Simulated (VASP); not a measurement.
Set up this calculation in VASP 6.6.1, as the native input.

```yaml
Task: single point
Functional: r2SCAN
Potentials_or_basis: VASP PAW PBE potentials, release 64 (Sc_sv, Al)
Cutoff: 520 eV
k_mesh: 14 × 14 × 14
Occupations: gaussian, width 0.15 eV
Spin: no spin polarisation
Dipole_correction: no
Further_INCAR_settings: ALGO = Normal; EDIFF = 1e-07; NBANDS = 14
```

ScAl:

```
Sc Al
1.0
     3.37035    0.00000    0.00000
     0.00000    3.37035    0.00000
     0.00000    0.00000    3.37035
Sc Al
1 1
Direct
  0.50000 0.50000 0.59272
  0.00000 0.00000 0.00000
```

This cell differs from its parent crystal: all Sc atoms moved +0.312 Å, as atom 1 along Cartesian [0 0 1].

These files were run (other wordings do the same):

POSCAR

```
ScAl
1.0
    3.3703489700      0.0000000000      0.0000000000
    0.0000000000      3.3703489700      0.0000000000
    0.0000000000      0.0000000000      3.3703489700
Sc Al
1 1
Direct
    0.5000000000      0.5000000000      0.5927203690
    0.0000000000      0.0000000000      0.0000000000
```

INCAR.step1

```
SYSTEM = ScAl
ALGO = Normal
EDIFF = 1E-4
ENCUT = 520
GGA = PE
ISMEAR = 0
LASPH = .TRUE.
LCHARG = .FALSE.
LREAL = .FALSE.
LWAVE = .TRUE.
NBANDS = 14
NELM = 80
PREC = Accurate
SIGMA = 0.15
```

INCAR.step2

```
SYSTEM = ScAl
ALGO = Normal
EDIFF = 1E-7
ENCUT = 520
ISIF = 2
ISMEAR = 0
ISTART = 1
LASPH = .TRUE.
LCHARG = .FALSE.
LMIXTAU = .TRUE.
LREAL = .FALSE.
LWAVE = .FALSE.
METAGGA = R2SCAN
NBANDS = 14
NELM = 80
PREC = Accurate
SIGMA = 0.15
```

KPOINTS

```
k-points
0
G
  14 14 14
  0 0 0
```

Potentials or basis: VASP PAW PBE potentials, release 64 (Sc_sv, Al).

The run is started by

```console
$ cat potpaw_PBE.64/Sc_sv/POTCAR potpaw_PBE.64/Al/POTCAR > POTCAR
$ cp INCAR.step1 INCAR
$ mpirun -np 1 vasp_std > vasp.out
$ cp INCAR.step2 INCAR
$ mpirun -np 1 vasp_std > vasp.out
```

It gave:

The pressure is 2.8 GPa and the largest force is 1.657 eV/Å. The band gap on the k mesh is zero (bands 7 and 8 overlap by 1.11 eV).

Caveat: the cell differs from its parent crystal (all Sc atoms moved +0.312 Å, as atom 1 along Cartesian [0 0 1]); the PAW data sets were made with another functional, which shifts forces and pressure a little.

It took 3.3 min on 1 thread of Intel(R) Xeon(R) 6975P-C (Granite Rapids), on a shared host, peak memory 0.29 GiB.
